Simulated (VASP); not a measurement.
# ZnS (P6_3mc) in VASP: single point with r2SCAN

Aim: the single point of ZnS with r2SCAN.

All numbers are computed with VASP 6.6.1; they aren't measurements. Logs are shortened: lines on timing, memory, paths and dates and some standing lists are left out, and cuts for length are marked.

## Step 1: The cell of the first run

It takes space group P6_3mc (No. 186, hexagonal). Conventional cell: a = 3.880 Å, b = 3.880 Å, c = 6.354 Å, α = 90.00°, β = 90.00°, γ = 120.00°. Within 3.1 Å of Zn (site symmetry 3m) lie 4 S at 2.38 Å. S (site symmetry 3m) has 4 Zn at 2.38 Å within 3.1 Å.

## Step 2: Single point, r2SCAN

Input file POSCAR:

```
ZnS
1.0
    3.8797693287      0.0000000000      0.0000000000
   -1.9398846644      3.3599787995      0.0000000000
    0.0000000000      0.0000000000      6.3541618900
Zn S
2 2
Direct
    0.3333333333      0.6666666667      0.0000000000
    0.6666666667      0.3333333333      0.5000000000
    0.3333333333      0.6666666667      0.3748000000
    0.6666666667      0.3333333333      0.8748000000
```

Input file INCAR.step1:

```
SYSTEM = ZnS
ALGO = Normal
EDIFF = 1E-4
ENCUT = 520
GGA = PE
ISMEAR = 1
LASPH = .True.
LCHARG = .False.
LREAL = .False.
LWAVE = .True.
NBANDS = 26
NELM = 60
PREC = Accurate
SIGMA = 0.022
```

Input file INCAR.step2:

```
SYSTEM = ZnS
ALGO = Normal
EDIFF = 1E-7
ENCUT = 520
ISIF = 2
ISMEAR = 1
ISTART = 1
LASPH = .True.
LCHARG = .False.
LMIXTAU = .True.
LREAL = .False.
LWAVE = .False.
METAGGA = R2SCAN
NBANDS = 26
NELM = 60
PREC = Accurate
SIGMA = 0.022
```

Input file KPOINTS:

```
k-points
0
Gamma
  12 12 4
  0 0 0
```

Potentials or basis: VASP PAW PBE potentials, release 64 (Zn, S).

Launch:

```
> cat potpaw_PBE.64/Zn/POTCAR potpaw_PBE.64/S/POTCAR > POTCAR
> cp INCAR.step1 INCAR
> mpirun -np 1 vasp_std > vasp.out
> cp INCAR.step2 INCAR
> mpirun -np 1 vasp_std > vasp.out
```

OUTCAR:

```text
SYSTEM = ZnS
   EDIFF = 1E-7
   ENCUT = 520
   ISIF = 2
   ISMEAR = 1
   ISTART = 1
   LASPH = .True.
   LREAL = .False.
   METAGGA = R2SCAN
   NELM = 60
   PREC = Accurate

 ion  position               nearest neighbor table
   1  0.333  0.667  0.000-   4 2.38   4 2.38   4 2.38   3 2.38
   2  0.667  0.333  0.500-   3 2.38   3 2.38   3 2.38   4 2.38
   3  0.333  0.667  0.375-   2 2.38   2 2.38   2 2.38   1 2.38
   4  0.667  0.333  0.875-   1 2.38   1 2.38   1 2.38   2 2.38

  LATTYP: Found a hexagonal cell.
 ALAT       =     3.8797693287
 C/A-ratio  =     1.6377679577

  Lattice vectors:

 A1 = (   3.8797693287,   0.0000000000,   0.0000000000)
 A2 = (  -1.9398846644,   3.3599787995,   0.0000000000)
 A3 = (   0.0000000000,   0.0000000000,   6.3541618900)

Analysis of symmetry for initial positions (statically):
=====================================================================
 Subroutine PRICEL returns:
 Original cell was already a primitive cell.

 Routine SETGRP: Setting up the symmetry group for a
 hexagonal supercell.

 Subroutine GETGRP returns: Found 12 space group operations
 (whereof  6 operations were pure point group operations)
 out of a pool of 24 trial point group operations.

The static configuration has the point symmetry C_3v.
 The point group associated with its full space group is C_6v.

Analysis of symmetry for dynamics (positions and initial velocities):
=====================================================================
 Subroutine PRICEL returns:
 Original cell was already a primitive cell.

 Routine SETGRP: Setting up the symmetry group for a
 hexagonal supercell.

 Subroutine GETGRP returns: Found 12 space group operations
 (whereof  6 operations were pure point group operations)
 out of a pool of 24 trial point group operations.

The dynamic configuration has the point symmetry C_3v.
 The point group associated with its full space group is C_6v.

 Subroutine INISYM returns: Found 12 space group operations
 (whereof  6 operations are pure point group operations),
 and found     1 'primitive' translations

----------------------------------------------------------------------------------------

                                     Primitive cell

  volume of cell :      82.8325

  direct lattice vectors                    reciprocal lattice vectors
     3.879769329  0.000000000  0.000000000     0.257747282  0.148810463  0.000000000
    -1.939884664  3.359978799  0.000000000     0.000000000  0.297620926  0.000000000
     0.000000000  0.000000000  6.354161890     0.000000000  0.000000000  0.157377167

  length of vectors
     3.879769329  3.879769329  6.354161890     0.297620926  0.297620926  0.157377167

  position of ions in fractional coordinates (direct lattice)
     0.333333333  0.666666667  0.000000000
     0.666666667  0.333333333  0.500000000
     0.333333333  0.666666667  0.374800000
     0.666666667  0.333333333  0.874800000

  ion indices of the primitive-cell ions
   primitive index   ion index
                 1           1
                 2           2
                 3           3
                 4           4

----------------------------------------------------------------------------------------

 KPOINTS: k-points

Automatic generation of k-mesh.
 Grid dimensions read from file:
 generate k-points for:   12   12    4

 Generating k-lattice:

  Cartesian coordinates                     Fractional coordinates (reciprocal lattice)
     0.021478940  0.012400872  0.000000000     0.083333333  0.000000000  0.000000000
     0.000000000  0.024801744  0.000000000     0.000000000  0.083333333  0.000000000
     0.000000000  0.000000000  0.039344292     0.000000000  0.000000000  0.250000000

  Length of vectors
     0.024801744  0.024801744  0.039344292

  Shift w.r.t. Gamma in fractional coordinates (k-lattice)
     0.000000000  0.000000000  0.000000000

 Subroutine IBZKPT returns following result:
 ===========================================

 Found     57 irreducible k-points:

 Following reciprocal coordinates:
            Coordinates               Weight
  0.000000  0.000000  0.000000      1.000000
  0.083333  0.000000  0.000000      6.000000
  0.166667  0.000000  0.000000      6.000000
  0.250000  0.000000  0.000000      6.000000
  0.333333  0.000000  0.000000      6.000000
  0.416667  0.000000  0.000000      6.000000
[... 16 lines left out ...]
  0.250000  0.000000  0.250000     12.000000
  0.333333  0.000000  0.250000     12.000000
 [... further k-points ...]
   k-points           NKPTS =     57   k-points in BZ     NKDIM =     57   number of bands    NBANDS=     26
   number of dos      NEDOS =    301   number of ions     NIONS =      4
   total plane-waves  NPLWV =  43200
   dimension x,y,z NGX =    30 NGY =   30 NGZ =   48
   dimension x,y,z NGXF=    60 NGYF=   60 NGZF=   96
   ions per type =               2   2
   NGX,Y,Z   is equivalent  to a cutoff of  12.85, 12.85, 12.56 a.u.
   NGXF,Y,Z  is equivalent  to a cutoff of  25.71, 25.71, 25.12 a.u.
 SYSTEM =  ZnS
   PREC   = accura    normal or accurate (medium, high low for compatibility)
   ISTART =      1    job   : 0-new  1-cont  2-samecut
   ICHARG =      0    charge: 1-file 2-atom 10-const
   ISPIN  =      1    spin polarized calculation?
   LNONCOLLINEAR =      F non collinear calculations
   LSORBIT =      F    spin-orbit coupling
   LASPH  =      T    aspherical Exc in radial PAW
   ENCUT  =  520.0 eV  38.22 Ry    6.18 a.u.   7.21  7.21 11.81*2*pi/ulx,y,z
   NELM   =     60;   NELMIN=  2; NELMDL=  0     # of ELM steps
   EDIFF  = 0.1E-06   stopping-criterion for ELM
   LREAL  =      F    real-space projection
   EDIFFG = 0.1E-05   stopping-criterion for IOM
   NSW    =      0    number of steps for IOM
   IBRION =     -1    ionic relax: 0-MD 1-quasi-New 2-CG
   NFREE  =      0    steps in history (QN), initial steepest desc. (CG)
   ISIF   =      2    stress and relaxation
   ISYM   =      2    0-nonsym 1-usesym 2-fastsym
   POTIM  = 0.5000    time-step for ionic-motion
   TEBEG  =    0.0;   TEEND  =   0.0 temperature during run
   PSTRESS=    0.0 pullay stress
   NELECT =      36.0000    total number of electrons
   NUPDOWN=      -1.0000    fix difference up-down
   EMIN   =  10.00;   EMAX   =-10.00  energy-range for DOS
   EFERMI =   0.00;   METHOD = LEGACY
   ISMEAR =     1;   SIGMA  =   0.02  broadening in eV -4-tet -1-fermi 0-gaus
   EFERMI_NEDOS =   21; number of points for ismear=-14 and -15
   IALGO  =     38    algorithm
   IMIX   =      4    mixing-type and parameters
     AMIX     =   0.40;   BMIX     =  1.00
     AMIX_MAG =   1.60;   BMIX_MAG =  1.00
  volume/ion in A,a.u.               =      20.71       139.75
  Fermi-wavevector in a.u.,A,eV,Ry     =   1.240058  2.343370 20.922284  1.537745
  Thomas-Fermi vector in A             =   2.374515
   LORBIT       =      0    0 simple, 1 ext, 2 COOP (PROOUT), +10 PAW based schemes
   METAGGA = R2SCAN    functional components
   LHFCALC =     F    Hartree Fock is set to
   AEXX    =    0.0000 exact exchange contribution
   IVDW    =     0    specifies the selected vdW correction
   LEPSILON=     F    determine dielectric tensor
   LRPA    =     F    only Hartree local field effects (RPA)
 non-spin polarized calculation
 Methfessel and Paxton  Order N= 1 SIGMA  =   0.02
  energy-cutoff  :      520.00
  volume of cell :       82.83
 maximum number of plane-waves:      2249
 NGX is ok and might be reduce to    30
   NGX = 15   NGY = 15   NGZ = 23

 number of electron      36.0000029 magnetization

 Free energy of the ion-electron system (eV)
  ---------------------------------------------------
  ext. energy  EPLUGINS =         0.00000000
  ---------------------------------------------------
  free energy    TOTEN  =       -37.66670120 eV

  energy without entropy =      -37.66670564  energy(sigma->0) =      -37.66670268

 E-fermi :   1.4232     XC(G=0): -10.0334

 val. band max:        1.4046634186   @ k =   0.0000   0.0000   0.0000
 cond. band min:       3.9328688288   @ k =   0.0000   0.0000   0.0000
 fundamental gap:      2.5282054102
 Fermi energy:         1.4231714580

 k-point     1 :       0.0000    0.0000    0.0000
  band No.  band energies     occupation
      1     -11.9546      2.00000
      2     -11.0925      2.00000
      3      -4.9169      2.00000
      4      -4.9067      2.00000
      5      -4.9067      2.00000
      6      -4.8258      2.00000
[... 18 lines left out ...]
     25       9.6105      0.00000
     26      10.9880      0.00000

 k-point     2 :       0.0833    0.0000    0.0000
  band No.  band energies     occupation
      1     -11.9105      2.00000
      2     -11.0680      2.00000
      3      -4.9131      2.00000
      4      -4.9021      2.00000
      5      -4.8977      2.00000
      6      -4.8200      2.00000
[... 18 lines left out ...]
     25       9.8207      0.00000
     26      10.7032      0.00000

 k-point     3 :       0.1667    0.0000    0.0000
  band No.  band energies     occupation
      1     -11.7845      2.00000
      2     -11.0018      2.00000
      3      -4.9095      2.00000
      4      -4.8811      2.00000
      5      -4.8741      2.00000
      6      -4.7985      2.00000
[... 18 lines left out ...]
     25      10.0854      0.00000
     26      10.4036      0.00000

 k-point     4 :       0.2500    0.0000    0.0000
  band No.  band energies     occupation
      1     -11.5960      2.00000
      2     -10.9154      2.00000
      3      -4.8987      2.00000
      4      -4.8522      2.00000
      5      -4.8453      2.00000
      6      -4.7520      2.00000
[... 18 lines left out ...]
     25      10.3887      0.00000
     26      10.7085      0.00000
[... 496 lines left out ...]
      1     -11.6818      2.00000
      2     -11.1301      2.00000
      3      -4.9147      2.00000
      4      -4.8709      2.00000
      5      -4.8627      2.00000
      6      -4.8151      2.00000
[... 18 lines left out ...]
     25      10.0239      0.00000
     26      10.2142      0.00000

 k-point    23 :       0.2500    0.0000    0.2500
  band No.  band energies     occupation
      1     -11.5042      2.00000
      2     -11.0236      2.00000
      3      -4.9046      2.00000
      4      -4.8518      2.00000
      5      -4.8302      2.00000
      6      -4.7648      2.00000
[... 18 lines left out ...]
     25      10.3124      0.00000
     26      10.8209      0.00000

 k-point    24 :       0.3333    0.0000    0.2500
  band No.  band energies     occupation
      1     -11.3039      2.00000
      2     -10.9225      2.00000
      3      -4.8898      2.00000
      4      -4.8225      2.00000
      5      -4.8016      2.00000
      6      -4.6991      2.00000
[... 18 lines left out ...]
     25      10.5990      0.00000
     26      11.6814      0.00000

 [... further k-points ...]

------------------------ aborting loop because EDIFF is reached ----------------------------------------

  FORCE on cell =-STRESS in cart. coord.  units (eV):
  Direction    XX          YY          ZZ          XY          YZ          ZX
  --------------------------------------------------------------------------------------
  -------------------------------------------------------------------------------------
  Total       -2.0081834     -2.0081834     -1.9756025      0.0000000      0.0000000      0.0000000
  in kB      -38.8430414    -38.8430414    -38.2128506      0.0000000      0.0000000      0.0000000
  external PRESSURE =     -38.6329778 kB  Pullay stress =       0.0000000 kB

 VOLUME and BASIS-vectors are now :
 -----------------------------------------------------------------------------
  energy-cutoff  :      520.00
  volume of cell :       82.83
      direct lattice vectors                 reciprocal lattice vectors
     3.879769329  0.000000000  0.000000000     0.257747282  0.148810463  0.000000000
    -1.939884664  3.359978799  0.000000000     0.000000000  0.297620926  0.000000000
     0.000000000  0.000000000  6.354161890     0.000000000  0.000000000  0.157377167

 POSITION                                       TOTAL-FORCE (eV/Angst)
 -----------------------------------------------------------------------------------
     -0.00000      2.23999      0.00000        -0.000000      0.000000     -0.013210
      1.93988      1.11999      3.17708         0.000000     -0.000000     -0.013210
     -0.00000      2.23999      2.38154        -0.000000      0.000000      0.013210
      1.93988      1.11999      5.55862        -0.000000     -0.000000      0.013210
 -----------------------------------------------------------------------------------
    total drift:                                0.000000      0.000000     -0.047597

  FREE ENERGIE OF THE ION-ELECTRON SYSTEM (eV)
  ---------------------------------------------------
  free  energy   TOTEN  =       -37.6667012024 eV

  energy  without entropy=      -37.6667056449  energy(sigma->0) =      -37.66670268
```

It took 5.5 min on 1 thread of AMD EPYC 9R45 (Zen 5), shared host; peak memory 0.24 GiB.

What came out:

```
Free energy            : -37.6667 eV
Pressure               : -3.9 GPa
Largest force          : 0.013 eV/Å
Band gap on the k mesh : 2.53 eV
```

Forces in eV/Å, atoms in the order of the input:
```
Zn   0.000  0.000 -0.013
Zn   0.000  0.000 -0.013
S    0.000  0.000  0.013
S    0.000  0.000  0.013
```

Caveat: the cell stands under tension; the PAW data sets were made with another functional, which shifts forces and pressure a little. A k mesh can miss the band edges.
